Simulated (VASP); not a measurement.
# CdS in VASP: further runs

CdS is run at these levels: PBE; tasks: single point.

Program: VASP 6.6.1. These are calculated values, not measurements. Logs are shortened: lines on timing, memory, paths and dates and some standing lists are left out, and cuts for length are marked.

## (1) The cell of the first run

The structure is cubic, space group F-43m (No. 216). The conventional cell has a = 5.354 Å, b = 5.354 Å, c = 5.354 Å, α = 90.00°, β = 90.00°, γ = 90.00°. Within 3.1 Å of Cd (site symmetry -43m) lie 4 S at 2.32 Å. Within 3.1 Å of S (site symmetry -43m) lie 4 Cd at 2.32 Å.

## (2) Single point, PBE (strain -0.080 along x and y, -0.080 along z)

INCAR

```
SYSTEM = CdS
  PREC = Accurate
  ENCUT = 520
  EDIFF = 1E-6
  ISMEAR = 0
  SIGMA = 0.05
  LREAL = .FALSE.
  LASPH = .TRUE.
  NELM = 100
  ALGO = Normal
  ISIF = 2
  LWAVE = .FALSE.
  LCHARG = .FALSE.
  GGA = PE
  NBANDS = 16
```

KPOINTS

```
regular mesh
0
G
  8 8 8
  0 0 0
```

POSCAR

```
CdS
1.0
    0.0000000000      2.6772000000      2.6772000000
    2.6772000000      0.0000000000      2.6772000000
    2.6772000000      2.6772000000      0.0000000000
Cd S
1 1
Direct
    0.0000000000      0.0000000000      0.0000000000
    0.7500000000      0.7500000000      0.7500000000
```

Potentials or basis: VASP PAW PBE potentials, release 64 (Cd, S).

Command:

```
$ cat potpaw_PBE.64/Cd/POTCAR potpaw_PBE.64/S/POTCAR > POTCAR
$ mpirun -np 1 vasp_std > vasp.out
```

OUTCAR:

```text
SYSTEM = CdS
   PREC = Accurate
   ENCUT = 520
   EDIFF = 1E-6
   ISMEAR = 0
   LREAL = .FALSE.
   LASPH = .TRUE.
   NELM = 100
   ISIF = 2
   GGA = PE

 ion  position               nearest neighbor table
   1  0.000  0.000  0.000-   2 2.32   2 2.32   2 2.32   2 2.32
   2  0.750  0.750  0.750-   1 2.32   1 2.32   1 2.32   1 2.32

  LATTYP: Found a face centered cubic cell.
 ALAT       =     5.3544000000

  Lattice vectors:

 A1 = (   0.0000000000,   2.6772000000,   2.6772000000)
 A2 = (   2.6772000000,   0.0000000000,   2.6772000000)
 A3 = (   2.6772000000,   2.6772000000,   0.0000000000)

Analysis of symmetry for initial positions (statically):
=====================================================================
 Subroutine PRICEL returns:
 Original cell was already a primitive cell.

 Routine SETGRP: Setting up the symmetry group for a
 face centered cubic supercell.

 Subroutine GETGRP returns: Found 24 space group operations
 (whereof 24 operations were pure point group operations)
 out of a pool of 48 trial point group operations.

The static configuration has the point symmetry T_d .

Analysis of symmetry for dynamics (positions and initial velocities):
=====================================================================
 Subroutine PRICEL returns:
 Original cell was already a primitive cell.

 Routine SETGRP: Setting up the symmetry group for a
 face centered cubic supercell.

 Subroutine GETGRP returns: Found 24 space group operations
 (whereof 24 operations were pure point group operations)
 out of a pool of 48 trial point group operations.

The dynamic configuration has the point symmetry T_d .

 Subroutine INISYM returns: Found 24 space group operations
 (whereof 24 operations are pure point group operations),
 and found     1 'primitive' translations

----------------------------------------------------------------------------------------

                                     Primitive cell

  volume of cell :      38.3771

  direct lattice vectors                    reciprocal lattice vectors
     0.000000000  2.677200000  2.677200000    -0.186762289  0.186762289  0.186762289
     2.677200000  0.000000000  2.677200000     0.186762289 -0.186762289  0.186762289
     2.677200000  2.677200000  0.000000000     0.186762289  0.186762289 -0.186762289

  length of vectors
     3.786132549  3.786132549  3.786132549     0.323481773  0.323481773  0.323481773

  position of ions in fractional coordinates (direct lattice)
     0.000000000  0.000000000  0.000000000
     0.750000000  0.750000000  0.750000000

  ion indices of the primitive-cell ions
   primitive index   ion index
                 1           1
                 2           2

----------------------------------------------------------------------------------------

 KPOINTS: regular mesh

Automatic generation of k-mesh.
 Grid dimensions read from file:
 generate k-points for:    8    8    8

 Generating k-lattice:

  Cartesian coordinates                     Fractional coordinates (reciprocal lattice)
    -0.023345286  0.023345286  0.023345286     0.125000000  0.000000000  0.000000000
     0.023345286 -0.023345286  0.023345286     0.000000000  0.125000000  0.000000000
     0.023345286  0.023345286 -0.023345286     0.000000000  0.000000000  0.125000000

  Length of vectors
     0.040435222  0.040435222  0.040435222

  Shift w.r.t. Gamma in fractional coordinates (k-lattice)
     0.000000000  0.000000000  0.000000000

 Subroutine IBZKPT returns following result:
 ===========================================

 Found     29 irreducible k-points:

 Following reciprocal coordinates:
            Coordinates               Weight
  0.000000  0.000000  0.000000      1.000000
  0.125000  0.000000  0.000000      8.000000
  0.250000  0.000000  0.000000      8.000000
  0.375000  0.000000  0.000000      8.000000
  0.500000  0.000000  0.000000      4.000000
  0.125000  0.125000  0.000000      6.000000
[... 16 lines left out ...]
  0.500000  0.250000  0.125000     48.000000
 -0.375000  0.250000  0.125000     24.000000
 [... further k-points ...]
   k-points           NKPTS =     29   k-points in BZ     NKDIM =     29   number of bands    NBANDS=     16
   number of dos      NEDOS =    301   number of ions     NIONS =      2
   total plane-waves  NPLWV =  21952
   dimension x,y,z NGX =    28 NGY =   28 NGZ =   28
   dimension x,y,z NGXF=    56 NGYF=   56 NGZF=   56
   ions per type =               1   1
   NGX,Y,Z   is equivalent  to a cutoff of  12.29, 12.29, 12.29 a.u.
   NGXF,Y,Z  is equivalent  to a cutoff of  24.59, 24.59, 24.59 a.u.
 SYSTEM =  CdS
   PREC   = accura    normal or accurate (medium, high low for compatibility)
   ISTART =      0    job   : 0-new  1-cont  2-samecut
   ICHARG =      2    charge: 1-file 2-atom 10-const
   ISPIN  =      1    spin polarized calculation?
   LNONCOLLINEAR =      F non collinear calculations
   LSORBIT =      F    spin-orbit coupling
   LASPH  =      T    aspherical Exc in radial PAW
   ENCUT  =  520.0 eV  38.22 Ry    6.18 a.u.   7.04  7.04  7.04*2*pi/ulx,y,z
   NELM   =    100;   NELMIN=  2; NELMDL= -5     # of ELM steps
   EDIFF  = 0.1E-05   stopping-criterion for ELM
   LREAL  =      F    real-space projection
   EDIFFG = 0.1E-04   stopping-criterion for IOM
   NSW    =      0    number of steps for IOM
   IBRION =     -1    ionic relax: 0-MD 1-quasi-New 2-CG
   NFREE  =      0    steps in history (QN), initial steepest desc. (CG)
   ISIF   =      2    stress and relaxation
   ISYM   =      2    0-nonsym 1-usesym 2-fastsym
   POTIM  = 0.5000    time-step for ionic-motion
   TEBEG  =    0.0;   TEEND  =   0.0 temperature during run
   PSTRESS=    0.0 pullay stress
   NELECT =      18.0000    total number of electrons
   NUPDOWN=      -1.0000    fix difference up-down
   EMIN   =  10.00;   EMAX   =-10.00  energy-range for DOS
   EFERMI =   0.00;   METHOD = LEGACY
   ISMEAR =     0;   SIGMA  =   0.05  broadening in eV -4-tet -1-fermi 0-gaus
   EFERMI_NEDOS =   21; number of points for ismear=-14 and -15
   IALGO  =     38    algorithm
   IMIX   =      4    mixing-type and parameters
     AMIX     =   0.40;   BMIX     =  1.00
     AMIX_MAG =   1.60;   BMIX_MAG =  1.00
  volume/ion in A,a.u.               =      19.19       129.49
  Fermi-wavevector in a.u.,A,eV,Ry     =   1.271964  2.403664 22.012766  1.617893
  Thomas-Fermi vector in A             =   2.404868
   LORBIT       =      0    0 simple, 1 ext, 2 COOP (PROOUT), +10 PAW based schemes
   GGA     = PE    functional components
   LHFCALC =     F    Hartree Fock is set to
   AEXX    =    0.0000 exact exchange contribution
   IVDW    =     0    specifies the selected vdW correction
   LEPSILON=     F    determine dielectric tensor
   LRPA    =     F    only Hartree local field effects (RPA)
 non-spin polarized calculation
 Gauss-broadening in eV      SIGMA  =   0.05
  energy-cutoff  :      520.00
  volume of cell :       38.38
 maximum number of plane-waves:      1056
   NGX = 15   NGY = 15   NGZ = 15

 number of electron      18.0000006 magnetization

 Free energy of the ion-electron system (eV)
  ---------------------------------------------------
  ext. energy  EPLUGINS =         0.00000000
  ---------------------------------------------------
  free energy    TOTEN  =        -5.04506974 eV

  energy without entropy =       -5.04506974  energy(sigma->0) =       -5.04506974

 E-fermi :   4.2415     XC(G=0): -10.4142

 val. band max:        3.9607043139   @ k =   0.0000   0.0000   0.0000
 cond. band min:       5.6049118014   @ k =   0.0000   0.0000   0.0000
 fundamental gap:      1.6442074875
 Fermi energy:         4.2414624545

 k-point     1 :       0.0000    0.0000    0.0000
  band No.  band energies     occupation
      1     -10.3899      2.00000
      2      -5.1795      2.00000
      3      -5.1795      2.00000
      4      -5.1795      2.00000
      5      -4.2606      2.00000
      6      -4.2606      2.00000
[... 8 lines left out ...]
     15      15.7294      0.00000
     16      16.7026      0.00000

 k-point     2 :       0.1250    0.0000    0.0000
  band No.  band energies     occupation
      1     -10.2865      2.00000
      2      -5.1386      2.00000
      3      -5.1386      2.00000
      4      -5.1242      2.00000
      5      -4.2640      2.00000
      6      -4.2640      2.00000
[... 8 lines left out ...]
     15      15.0089      0.00000
     16      16.7267      0.00000

 k-point     3 :       0.2500    0.0000    0.0000
  band No.  band energies     occupation
      1     -10.0340      2.00000
      2      -5.0502      2.00000
      3      -5.0502      2.00000
      4      -4.8793      2.00000
      5      -4.2546      2.00000
      6      -4.2546      2.00000
[... 8 lines left out ...]
     15      14.7527      0.00000
     16      15.8806      0.00000

 k-point     4 :       0.3750    0.0000    0.0000
  band No.  band energies     occupation
      1      -9.7819      2.00000
      2      -4.9833      2.00000
      3      -4.9833      2.00000
      4      -4.2858      2.00000
      5      -4.2121      2.00000
      6      -4.2121      2.00000
[... 8 lines left out ...]
     15      15.8157      0.00000
     16      15.8157      0.00000
[... 324 lines left out ...]
 k-point    22 :       0.3750    0.2500    0.1250
  band No.  band energies     occupation
      1      -9.8483      2.00000
      2      -4.9831      2.00000
      3      -4.9141      2.00000
      4      -4.7518      2.00000
      5      -4.2836      2.00000
      6      -4.1563      2.00000
[... 8 lines left out ...]
     15      16.3997      0.00000
     16      18.6528      0.00000

 k-point    23 :       0.5000    0.2500    0.1250
  band No.  band energies     occupation
      1      -9.6513      2.00000
      2      -4.9089      2.00000
      3      -4.8486      2.00000
      4      -4.4683      2.00000
      5      -4.2012      2.00000
      6      -3.8790      2.00000
[... 8 lines left out ...]
     15      17.3213      0.00000
     16      18.2386      0.00000

 k-point    24 :      -0.3750    0.2500    0.1250
  band No.  band energies     occupation
      1      -9.5722      2.00000
      2      -4.9040      2.00000
      3      -4.8124      2.00000
      4      -4.3416      2.00000
      5      -4.2126      2.00000
      6      -3.3835      2.00000
[... 8 lines left out ...]
     15      16.7722      0.00000
     16      17.9961      0.00000

 [... further k-points ...]
[... 5 lines left out ...]
  --------------------------------------------------------------------------------------
  -------------------------------------------------------------------------------------
  Total        8.0722720      8.0722720      8.0722720      0.0000000      0.0000000     -0.0000000
  in kB      337.0031245    337.0031245    337.0031245      0.0000000      0.0000000     -0.0000000
  external PRESSURE =     337.0031245 kB  Pullay stress =       0.0000000 kB

 VOLUME and BASIS-vectors are now :
 -----------------------------------------------------------------------------
  energy-cutoff  :      520.00
  volume of cell :       38.38
      direct lattice vectors                 reciprocal lattice vectors
     0.000000000  2.677200000  2.677200000    -0.186762289  0.186762289  0.186762289
     2.677200000  0.000000000  2.677200000     0.186762289 -0.186762289  0.186762289
     2.677200000  2.677200000  0.000000000     0.186762289  0.186762289 -0.186762289

 POSITION                                       TOTAL-FORCE (eV/Angst)
 -----------------------------------------------------------------------------------
      0.00000      0.00000      0.00000        -0.000000     -0.000000     -0.000000
      4.01580      4.01580      4.01580         0.000000      0.000000      0.000000
 -----------------------------------------------------------------------------------
    total drift:                               -0.000000     -0.000000     -0.000000

  FREE ENERGIE OF THE ION-ELECTRON SYSTEM (eV)
  ---------------------------------------------------
  free  energy   TOTEN  =        -5.0450697391 eV

  energy  without entropy=       -5.0450697391  energy(sigma->0) =       -5.04506974
```

Wall time 14 s (1 thread of Intel Xeon 6975P-C, shared host); peak memory 0.16 GiB.

What came out:

| Quantity | Value |
| --- | --- |
| Free energy | -5.0451 eV |
| Pressure | 33.7 GPa |
| Band gap on the k mesh | 1.64 eV, direct |

Caveat: the cell differs from its parent crystal (strain -0.080 along x and y, -0.080 along z).

## (3) Single point, PBE (strain -0.040 along x and y, +0.000 along z)

INCAR

```
SYSTEM = CdS
ALGO = Normal
EDIFF = 1E-7
ENCUT = 520
GGA = PE
ISIF = 2
ISMEAR = 0
LASPH = .True.
LCHARG = .True.
LELF = .True.
LREAL = .False.
LVHAR = .True.
LWAVE = .False.
NBANDS = 16
NELM = 80
PREC = Accurate
SIGMA = 0.05
```

KPOINTS

```
k-points
0
Gamma
  8 8 8
  0 0 0
```

POSCAR

```
CdS
1.0
    0.0000000000      2.7936000000      2.9100000000
    2.7936000000      0.0000000000      2.9100000000
    2.7936000000      2.7936000000      0.0000000000
Cd S
1 1
Direct
    0.0000000000      0.0000000000      0.0000000000
    0.7500000000      0.7500000000      0.7500000000
```

Potentials or basis: VASP PAW PBE potentials, release 64 (Cd, S).

Command:

```
$ cat potpaw_PBE.64/Cd/POTCAR potpaw_PBE.64/S/POTCAR > POTCAR
$ mpirun -np 1 vasp_std > vasp.out
```

Wall time 40 s (1 thread of Intel Xeon 6975P-C, shared host); peak memory 0.19 GiB.

It converged, with:

```yaml
Free_energy: -5.9475 eV
Pressure: 10.4 GPa
Band_gap_on_the_k_mesh: 1.29 eV, direct
```

Stress tensor (GPa, compression positive):
```
10.52  0.00  0.00
 0.00 10.52  0.00
 0.00  0.00 10.12
```

Levels at points of the mesh, in eV from the valence-band top:
```
           k point  band 7  band 8  band 9  band 10  band 11  band 12
(0.00, 0.00, 0.00)   -0.14    0.00    0.00     1.29     6.45     6.48
(0.50, 0.00, 0.00)   -5.02   -1.02   -0.84     3.07     6.80     7.13
(0.50, 0.50, 0.00)   -4.58   -2.13   -2.13     3.47     4.63     9.28
(0.50, 0.00, 0.50)   -4.31   -2.35   -2.26     3.29     4.26     9.74
```

Caveat: the cell differs from its parent crystal (strain -0.040 along x and y, +0.000 along z).
